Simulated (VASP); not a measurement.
# KCl in VASP: notebook, part 2 of 2

VASP 6.6.1. The steps go on from the part before.

## Step 3: Electric field gradients, PBEsol (zz strain of -2 %)

INCAR reads:

```
PREC = Accurate ; ENCUT = 520
EDIFF = 1E-8 ; ISMEAR = -1
SIGMA = 0.02 ; LREAL = False
LASPH = True ; NELM = 80
ALGO = Normal ; ISIF = 2
LWAVE = False ; LCHARG = False
GGA = PS ; LEFG = True
NBANDS = 15
```

KPOINTS reads:

```
Automatic mesh
0
Gamma
  7 7 7
```

POSCAR reads:

```
KCl
1.0
    3.6340000000      0.0000000000      0.0000000000
    0.0000000000      3.6340000000      0.0000000000
    0.0000000000      0.0000000000      3.5613200000
K Cl
1 1
Direct
    0.0000000000      0.0000000000      0.0000000000
    0.5000000000      0.5000000000      0.5000000000
```

Potentials or basis: VASP PAW PBE potentials, release 64 (K_sv, Cl).

The run is started by

```bash
> cat potpaw_PBE.64/K_sv/POTCAR potpaw_PBE.64/Cl/POTCAR > POTCAR
> mpirun -np 1 vasp_std > vasp.out
```

OUTCAR:

```text
PREC = Accurate
   ENCUT = 520
   EDIFF = 1E-8
   ISMEAR = -1
   LREAL = False
   LASPH = True
   NELM = 80
   ISIF = 2
   GGA = PS

 ion  position               nearest neighbor table
   1  0.000  0.000  0.000-   2 3.13   2 3.13   2 3.13   2 3.13   2 3.13   2 3.13   2 3.13   2 3.13

   2  0.500  0.500  0.500-   1 3.13   1 3.13   1 3.13   1 3.13   1 3.13   1 3.13   1 3.13   1 3.13

  LATTYP: Found a simple tetragonal cell.
 ALAT       =     3.6340000000
 C/A-ratio  =     0.9800000000

  Lattice vectors:

 A1 = (   3.6340000000,   0.0000000000,   0.0000000000)
 A2 = (   0.0000000000,   3.6340000000,   0.0000000000)
 A3 = (   0.0000000000,   0.0000000000,   3.5613200000)

Analysis of symmetry for initial positions (statically):
=====================================================================
 Subroutine PRICEL returns:
 Original cell was already a primitive cell.

 Routine SETGRP: Setting up the symmetry group for a
 simple tetragonal supercell.

 Subroutine GETGRP returns: Found 16 space group operations
 (whereof 16 operations were pure point group operations)
 out of a pool of 16 trial point group operations.

The static configuration has the point symmetry D_4h.

Analysis of symmetry for dynamics (positions and initial velocities):
=====================================================================
 Subroutine PRICEL returns:
 Original cell was already a primitive cell.

 Routine SETGRP: Setting up the symmetry group for a
 simple tetragonal supercell.

 Subroutine GETGRP returns: Found 16 space group operations
 (whereof 16 operations were pure point group operations)
[... 578 lines left out ...]
      6      -1.6642      2.00000
      7      -1.0000      2.00000
      8      -0.0651      2.00000
      9       7.0950      0.00000
     10       7.8460      0.00000
     11       9.5594      0.00000
     12       9.9952      0.00000
     13      10.1705      0.00000
     14      11.4720      0.00000
     15      12.9818      0.00000

 [... further k-points ...]

------------------------ aborting loop because EDIFF is reached ----------------------------------------

  FORCE on cell =-STRESS in cart. coord.  units (eV):
  Direction    XX          YY          ZZ          XY          YZ          ZX
  --------------------------------------------------------------------------------------
  -------------------------------------------------------------------------------------
  Total        0.8008917      0.8008917      1.1119064      0.0000000      0.0000000      0.0000000
  in kB       27.2837175     27.2837175     37.8789542      0.0000000      0.0000000      0.0000000
  external PRESSURE =      30.8154631 kB  Pullay stress =       0.0000000 kB

 VOLUME and BASIS-vectors are now :
 -----------------------------------------------------------------------------
  energy-cutoff  :      520.00
  volume of cell :       47.03
      direct lattice vectors                 reciprocal lattice vectors
     3.634000000  0.000000000  0.000000000     0.275178866  0.000000000  0.000000000
     0.000000000  3.634000000  0.000000000     0.000000000  0.275178866  0.000000000
     0.000000000  0.000000000  3.561320000     0.000000000  0.000000000  0.280794761

 POSITION                                       TOTAL-FORCE (eV/Angst)
 -----------------------------------------------------------------------------------
      0.00000      0.00000      0.00000         0.000000      0.000000      0.000000
      1.81700      1.81700      1.78066         0.000000      0.000000      0.000000
 -----------------------------------------------------------------------------------
    total drift:                               -0.000000      0.000000      0.000000

  FREE ENERGIE OF THE ION-ELECTRON SYSTEM (eV)
  ---------------------------------------------------
  free  energy   TOTEN  =        -6.8657463694 eV

  energy  without entropy=       -6.8657463694  energy(sigma->0) =       -6.86574637

 Electric field gradients (V/A^2)
---------------------------------------------------------------------
 ion       V_xx      V_yy      V_zz      V_xy      V_xz      V_yz
---------------------------------------------------------------------
   1      -1.388    -1.388     2.776     0.000    -0.000     0.000
   2       2.655     2.655    -5.310    -0.000    -0.000     0.000
---------------------------------------------------------------------

 Electric field gradients after diagonalization (V/A^2)
 (convention: |V_zz| > |V_xx| > |V_yy|)
----------------------------------------------------------------------
 ion       V_xx      V_yy      V_zz     asymmetry (V_yy - V_xx)/ V_zz
----------------------------------------------------------------------
   1      -1.388    -1.388     2.776       0.000
   2       2.655     2.655    -5.310       0.000
----------------------------------------------------------------------

           NMR quadrupolar parameters

 Cq : quadrupolar parameter    Cq=e*Q*V_zz/h
 eta: asymmetry parameters     (V_yy - V_xx)/ V_zz
 Q  : nuclear electric quadrupole moment in mb (millibarn)
----------------------------------------------------------------------
 ion       Cq(MHz)       eta       Q (mb)
----------------------------------------------------------------------
   1       0.007       0.000       1.000
   2      -0.013       0.000       1.000
----------------------------------------------------------------------
```

OSZICAR:

```text
N       E                     dE             d eps       ncg     rms          rms(c)
DAV:   1     0.103980823791E+03    0.10398E+03   -0.74902E+03  1200   0.995E+02
DAV:   2    -0.179202282249E+01   -0.10577E+03   -0.98193E+02  1589   0.250E+02
DAV:   3    -0.695758930037E+01   -0.51656E+01   -0.51429E+01  1664   0.488E+01
DAV:   4    -0.710919944354E+01   -0.15161E+00   -0.15157E+00  1734   0.782E+00
DAV:   5    -0.711047912266E+01   -0.12797E-02   -0.12797E-02  1699   0.783E-01    0.378E+00
DAV:   6    -0.689353213517E+01    0.21695E+00   -0.21219E-01  1466   0.335E+00    0.318E+00
DAV:   7    -0.686498574026E+01    0.28546E-01   -0.71853E-02  1620   0.200E+00    0.180E+00
DAV:   8    -0.686569063676E+01   -0.70490E-03   -0.15517E-02  1618   0.985E-01    0.245E-01
DAV:   9    -0.686561482796E+01    0.75809E-04   -0.49895E-04  1543   0.152E-01    0.944E-02
DAV:  10    -0.686574887131E+01   -0.13404E-03   -0.18912E-04  1404   0.109E-01    0.316E-02
DAV:  11    -0.686574561150E+01    0.32598E-05   -0.12752E-05  1683   0.269E-02    0.108E-02
DAV:  12    -0.686574650028E+01   -0.88878E-06   -0.69295E-07  1314   0.654E-03    0.235E-03
DAV:  13    -0.686574640585E+01    0.94429E-07   -0.54239E-08  1662   0.202E-03    0.345E-04
DAV:  14    -0.686574635137E+01    0.54481E-07   -0.42754E-09  1160   0.593E-04    0.775E-05
DAV:  15    -0.686574636544E+01   -0.14073E-07   -0.98415E-10  1041   0.208E-04    0.519E-05
DAV:  16    -0.686574636942E+01   -0.39754E-08   -0.36006E-10   838   0.117E-04
   1 F= -.68657464E+01 E0= -.68657464E+01  d E =-.710686E-12
```

stdout:

```text
POSCAR found type information on POSCAR K Cl
 POSCAR found :  2 types and       2 ions
 scaLAPACK will be used
 -----------------------------------------------------------------------------
|                                                                             |
|                                                                             |
|     You enforced a specific xc type in the INCAR file but a different       |
|     I HOPE YOU KNOW WHAT YOU ARE DOING!                                     |
|                                                                             |
 -----------------------------------------------------------------------------

 LDA part: xc-table for (Slater+PW92), standard interpolation
 POSCAR, INCAR and KPOINTS ok, starting setup
 FFT: planning ... GRIDC
 FFT: planning ... GRID_SOFT
 FFT: planning ... GRID
 WAVECAR not read
 entering main loop
ion   1

ion   2
```

Run time: 19 s. Hardware: 1 thread of Intel Xeon Platinum 8488C (Sapphire Rapids), shared host; peak memory 0.17 GiB.

What came out:

```yaml
Free_energy: -6.8657 eV
Pressure: 3.1 GPa
Band_gap_on_the_k_mesh: 5.42 eV, indirect (least direct gap 5.61 eV)
```

Stress tensor (GPa, compression positive):
```
2.73 0.00 0.00
0.00 2.73 0.00
0.00 0.00 3.79
```

Electric field gradients, principal values (V/Å²):
| atom | least | middle | greatest (by size) |
| --- | --- | --- | --- |
| 1 K | -1.388 | -1.388 | 2.776 |
| 2 Cl | 2.655 | 2.655 | -5.310 |

Caveat: the cell differs from its parent crystal (zz strain of -2 %); without QUAD_EFG the Cq values of the log hold for a quadrupole moment of 1 mb, not for the nuclei; the PAW data sets were made with another functional, which shifts forces and pressure a little. A k mesh can miss the band edges.
